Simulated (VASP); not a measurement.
# HfB2 (P6/mmm) in VASP: a series of runs, part 3 of 3

VASP 6.6.1. The steps go on from the part before.

## (4) Single point, PBE+U

This run uses another cell than the first one, of 10.19 Å³/atom, 1.010 times its volume.

INCAR reads:

```
SYSTEM = HfB2
ALGO     = Normal         ! electronic algorithm
EDIFF    = 1E-6           ! SCF threshold, eV
ENCUT    = 520            ! plane-wave cutoff, eV
GGA      = PE             ! functional
ISIF     = 2              ! what is computed and relaxed
ISMEAR   = -1             ! smearing method
LASPH    = .TRUE.         ! aspherical terms in the spheres
LCHARG   = .FALSE.        ! write CHGCAR
LDAU     = .TRUE.         ! DFT+U
LDAUJ    = 0 0          
LDAUL    = 2 -1           ! shell
LDAUPRINT= 1            
LDAUTYPE = 2            
LDAUU    = 5 0            ! U, eV
LMAXMIX  = 4              ! l up to which the mixer works
LREAL    = .FALSE.        ! projectors in reciprocal space
LWAVE    = .FALSE.        ! write WAVECAR
NBANDS   = 15             ! bands
NELM     = 150            ! most SCF steps
PREC     = Accurate       ! precision mode
SIGMA    = 0.05           ! smearing width, eV
```

KPOINTS reads:

```
k-points
0
G
  10 10 8
  0 0 0
```

POSCAR reads:

```
HfB2
1.0
    3.1518064525      0.0000000000      0.0000000000
   -1.5759032263      2.7295444557      0.0000000000
    0.0000000000      0.0000000000      3.5538863845
Hf B
1 2
Direct
    0.0000000000      0.0000000000      0.0000000000
    0.6666666667      0.3333333333      0.5000000000
    0.3333333333      0.6666666667      0.5000000000
```

Run with:

```console
> cat potpaw_PBE.64/Hf_pv/POTCAR potpaw_PBE.64/B/POTCAR > POTCAR
> mpirun -np 1 vasp_std > vasp.out
```

Run time: 40 s. Hardware: 1 thread of Intel Xeon 8259CL, shared host; peak memory 0.16 GiB.

It converged, with:

* Free energy: -22.8022 eV
* Pressure: 8.3 GPa
* Band gap on the k mesh: zero (band 8 reaches 9.01 eV, above the bottom of band 9 at 7.90 eV)

Stress tensor (GPa, compression positive):
```
8.31 0.00 0.00
0.00 8.31 0.00
0.00 0.00 8.23
```

Levels at points of the mesh, in eV from the Fermi level:
| k point | band 6 | band 7 | band 8 | band 9 | band 10 | band 11 |
| --- | --- | --- | --- | --- | --- | --- |
| (0.00, 0.00, 0.00) | -2.98 | -2.78 | -2.78 | 4.45 | 4.45 | 4.57 |
| (0.50, 0.00, 0.00) | -4.09 | -3.69 | -2.60 | 1.56 | 3.08 | 5.34 |
| (0.00, 0.00, 0.50) | -1.40 | -1.40 | 0.69 | 0.69 | 1.32 | 1.32 |
| (0.50, 0.00, 0.50) | -4.87 | -4.74 | -3.26 | 3.50 | 4.11 | 6.62 |

Eigenvalues of the final occupation matrices:
```
    site  spin  trace               eigenvalues
site 1 d     1   0.82  0.15 0.16 0.16 0.18 0.18
site 1 d     2   0.82  0.15 0.16 0.16 0.18 0.18
```

Caveat: spin-orbit coupling is left out, which moves the levels of the heavy elements; U without spin polarisation on a metal has little footing; the U is typed as a test and isn't derived for this compound.

## (5) Single point, PBE+U

This run uses another cell than the first one, of 10.25 Å³/atom, 1.016 times its volume.

INCAR reads:

```
SYSTEM = HfB2
ALGO = Normal
EDIFF = 1E-6
ENCUT = 520
GGA = PE
ISIF = 2
ISMEAR = -1
LASPH = .TRUE.
LCHARG = .FALSE.
LDAU = .TRUE.
LDAUJ = 0 0
LDAUL = 2 -1
LDAUPRINT = 1
LDAUTYPE = 2
LDAUU = 6 0
LMAXMIX = 4
LREAL = .FALSE.
LWAVE = .FALSE.
NBANDS = 15
NELM = 150
PREC = Accurate
SIGMA = 0.05
```

KPOINTS is that of step 4.

POSCAR reads:

```
HfB2
1.0
    3.1538860878      0.0000000000      0.0000000000
   -1.5769430439      2.7313454727      0.0000000000
    0.0000000000      0.0000000000      3.5690637923
Hf B
1 2
Direct
    0.0000000000      0.0000000000      0.0000000000
    0.6666666667      0.3333333333      0.5000000000
    0.3333333333      0.6666666667      0.5000000000
```

Potentials or basis: VASP PAW PBE potentials, release 64 (Hf_pv, B).

Run with:

```console
> cat potpaw_PBE.64/Hf_pv/POTCAR potpaw_PBE.64/B/POTCAR > POTCAR
> mpirun -np 1 vasp_std > vasp.out
```

OUTCAR:

```text
SYSTEM = HfB2
   EDIFF = 1E-6
   ENCUT = 520
   GGA = PE
   ISIF = 2
   ISMEAR = -1
   LASPH = .TRUE.
   LREAL = .FALSE.
   NELM = 150
   PREC = Accurate

 ion  position               nearest neighbor table
   1  0.000  0.000  0.000-   2 2.55   3 2.55   2 2.55   3 2.55   2 2.55   2 2.55   3 2.55   3 2.55
                             2 2.55   2 2.55   3 2.55   3 2.55
   2  0.667  0.333  0.500-   3 1.82   3 1.82   3 1.82   1 2.55   1 2.55   1 2.55   1 2.55   1 2.55
                             1 2.55
   3  0.333  0.667  0.500-   2 1.82   2 1.82   2 1.82   1 2.55   1 2.55   1 2.55   1 2.55   1 2.55
                             1 2.55

  LATTYP: Found a hexagonal cell.
[... 667 lines left out ...]
  --------------------------------------------------------------------------------------
  -------------------------------------------------------------------------------------
  Total        1.9033781      1.9033781      1.8428042      0.0000000     -0.0000000     -0.0000000
  in kB       99.1879005     99.1879005     96.0313036      0.0000000     -0.0000000     -0.0000000
  external PRESSURE =      98.1357015 kB  Pullay stress =       0.0000000 kB

 VOLUME and BASIS-vectors are now :
 -----------------------------------------------------------------------------
  energy-cutoff  :      520.00
  volume of cell :       30.75
      direct lattice vectors                 reciprocal lattice vectors
     3.153886088  0.000000000  0.000000000     0.317069156  0.183059963  0.000000000
    -1.576943044  2.731345473  0.000000000     0.000000000  0.366119925  0.000000000
     0.000000000  0.000000000  3.569063792     0.000000000  0.000000000  0.280185522

 POSITION                                       TOTAL-FORCE (eV/Angst)
 -----------------------------------------------------------------------------------
      0.00000      0.00000      0.00000         0.000000      0.000000      0.000000
      1.57694      0.91045      1.78453         0.000000     -0.000000      0.000000
     -0.00000      1.82090      1.78453        -0.000000      0.000000      0.000000
 -----------------------------------------------------------------------------------
    total drift:                               -0.000000      0.000000      0.000000

  FREE ENERGIE OF THE ION-ELECTRON SYSTEM (eV)
  ---------------------------------------------------
  free  energy   TOTEN  =       -22.1359601298 eV

  energy  without entropy=      -22.1333674251  energy(sigma->0) =      -22.13466378
```

Wall time 39 s (1 thread of Intel Xeon 8259CL, shared host); peak memory 0.16 GiB.

What came out:

```yaml
Free_energy: -22.1360 eV
Pressure: 9.8 GPa
Band_gap_on_the_k_mesh: zero (band 8 reaches 9.17 eV, above the bottom of band 9 at 8.00 eV)
```

Eigenvalues of the final occupation matrices:
| site | spin | trace | eigenvalues |
| --- | --- | --- | --- |
| site 1 d | 1 | 0.79 | 0.14 0.16 0.16 0.17 0.17 |
| site 1 d | 2 | 0.79 | 0.14 0.16 0.16 0.17 0.17 |

Caveat: spin-orbit coupling is left out, which moves the levels of the heavy elements; U without spin polarisation on a metal has little footing; the U is typed as a test and isn't derived for this compound.

## (6) Single point, PBE+U

This run uses another cell than the first one, of 10.38 Å³/atom, 1.029 times its volume.

INCAR reads:

```
SYSTEM = HfB2
ALGO     = Normal         ! electronic algorithm
EDIFF    = 1E-7           ! SCF threshold, eV
ENCUT    = 520            ! plane-wave cutoff, eV
GGA      = PE             ! functional
ISIF     = 2              ! what is computed and relaxed
ISMEAR   = -1             ! smearing method
LASPH    = .True.         ! aspherical terms in the spheres
LCHARG   = .False.        ! write CHGCAR
LDAU     = .True.         ! DFT+U
LDAUJ    = 0 0          
LDAUL    = 2 -1           ! shell
LDAUPRINT= 1            
LDAUTYPE = 2            
LDAUU    = 8 0            ! U, eV
LMAXMIX  = 4              ! l up to which the mixer works
LREAL    = .False.        ! projectors in reciprocal space
LWAVE    = .False.        ! write WAVECAR
NBANDS   = 15             ! bands
NELM     = 150            ! most SCF steps
PREC     = Accurate       ! precision mode
SIGMA    = 0.05           ! smearing width, eV
```

KPOINTS reads:

```
k-points
0
Gamma
  10 10 8
  0 0 0
```

POSCAR reads:

```
HfB2
1.0
    3.1589612206      0.0000000000      0.0000000000
   -1.5794806103      2.7357406666      0.0000000000
    0.0000000000      0.0000000000      3.6026396403
Hf B
1 2
Direct
    0.0000000000      0.0000000000      0.0000000000
    0.6666666667      0.3333333333      0.5000000000
    0.3333333333      0.6666666667      0.5000000000
```

Potentials or basis: VASP PAW PBE potentials, release 64 (Hf_pv, B).

Run with:

```console
> cat potpaw_PBE.64/Hf_pv/POTCAR potpaw_PBE.64/B/POTCAR > POTCAR
> mpirun -np 1 vasp_std > vasp.out
```

Run time: 40 s. Hardware: 1 thread of Intel Xeon 8259CL, shared host; peak memory 0.16 GiB.

It converged, with:

```yaml
Free_energy: -20.8629 eV
Pressure: 12.5 GPa
Band_gap_on_the_k_mesh: zero (band 8 reaches 9.49 eV, above the bottom of band 9 at 8.19 eV)
```

Stress tensor (GPa, compression positive):
```
12.85  0.00  0.00
 0.00 12.85  0.00
 0.00  0.00 11.94
```

Levels at points of the mesh, in eV from the Fermi level:
```csv
k point,band 4,band 5,band 6,band 7,band 8,band 9,band 10,band 11,band 12,band 13
"(0.00, 0.00, 0.00)",-14.25,-3.82,-3.06,-2.77,-2.77,4.30,4.33,4.33,4.50,4.50
"(0.50, 0.00, 0.00)",-10.06,-9.66,-4.12,-3.89,-2.49,1.17,3.31,4.69,5.00,6.33
"(0.00, 0.00, 0.50)",-12.09,-9.21,-1.57,-1.57,0.90,0.90,1.49,1.49,2.23,4.43
"(0.50, 0.00, 0.50)",-10.36,-8.17,-4.86,-4.82,-3.66,3.15,4.02,6.85,6.94,7.45
```

Eigenvalues of the final occupation matrices:
| site | spin | trace | eigenvalues |
| --- | --- | --- | --- |
| site 1 d | 1 | 0.74 | 0.13 0.14 0.14 0.16 0.16 |
| site 1 d | 2 | 0.74 | 0.13 0.14 0.14 0.16 0.16 |

Caveat: spin-orbit coupling is left out, which moves the levels of the heavy elements; U without spin polarisation on a metal has little footing; the U is typed as a test and isn't derived for this compound.

## (7) Overview

| U | cell | gap on the mesh (eV) | pressure (GPa) |
| --- | --- | --- | --- |
| Hf d U = 3.0 eV | a = 3.148, b = 3.148, c = 3.526 Å, angles 90.0, 90.0, 120.0°, 3 atoms | none | 5.0 |
| Hf d U = 4.0 eV | a = 3.150, b = 3.150, c = 3.539 Å, angles 90.0, 90.0, 120.0°, 3 atoms | none | 6.7 |
| Hf d U = 5.0 eV | a = 3.152, b = 3.152, c = 3.554 Å, angles 90.0, 90.0, 120.0°, 3 atoms | none | 8.3 |
| Hf d U = 6.0 eV | a = 3.154, b = 3.154, c = 3.569 Å, angles 90.0, 90.0, 120.0°, 3 atoms | none | 9.8 |
| Hf d U = 8.0 eV | a = 3.159, b = 3.159, c = 3.603 Å, angles 90.0, 90.0, 120.0°, 3 atoms | none | 12.5 |

Alike in all rows: task single point; level PBE+U; potentials or basis VASP PAW PBE potentials, release 64 (Hf_pv, B); no spin polarisation; k mesh 10 × 10 × 8; cutoff (eV) 520; smearing fermi-dirac 0.05 eV.

Caveats: spin-orbit coupling is left out, which moves the levels of the heavy elements; U without spin polarisation on a metal has little footing; the U is typed as a test and isn't derived for this compound.

Absolute energies hang on the potentials; compare differences alone.
